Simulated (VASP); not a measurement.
The system is V.

```
V
1.0
    -1.51435    1.51435    1.51435
     1.51435   -1.51435    1.51435
     1.51435    1.51435   -1.51435
V
1
Direct
  0.00000 0.00000 0.00000
```

```yaml
Program: VASP 6.6.1
Task: relaxation of cell and atoms
Functional: LDA
Potentials_or_basis: VASP PAW LDA potentials, release 64 (V_sv)
Cutoff: 600 eV
k_mesh: 9 × 9 × 9
Occupations: fermi-dirac, width 0.05 eV
Spin: collinear spin, ferromagnetic start
Starting_moments: "[1.5] μB"
```

At the start: pressure -17.9 GPa; volume 13.89 Å³/atom.

Where does the relaxation end?

Over 4 steps the energy falls by 87.5 meV/atom and the volume is 12.48 Å³/atom (-10.2 %); space group Im-3m (No. 229, to 0.1 Å) before and after; moment 0.00 μB per cell.

The path:
| step | energy change (eV) | largest force (eV/Å) | pressure (GPa) | volume (Å³) |
| --- | --- | --- | --- | --- |
| 1 | 0.0000 | 0.0000 | -17.92 | 13.89 |
| 2 | 0.0581 | 0.0000 | 35.29 | 11.00 |
| 3 | -0.0874 | 0.0000 | -0.69 | 12.51 |
| 4 | -0.0875 | 0.0000 | -0.09 | 12.48 |

Final structure:
```yaml
crystal:
  lattice:
    - [-1.46117, 1.46117, 1.46117]
    - [1.46117, -1.46117, 1.46117]
    - [1.46117, 1.46117, -1.46117]
  atoms:
    - { symbol: V, position: [0.00000, 0.00000, 0.00000] }
```
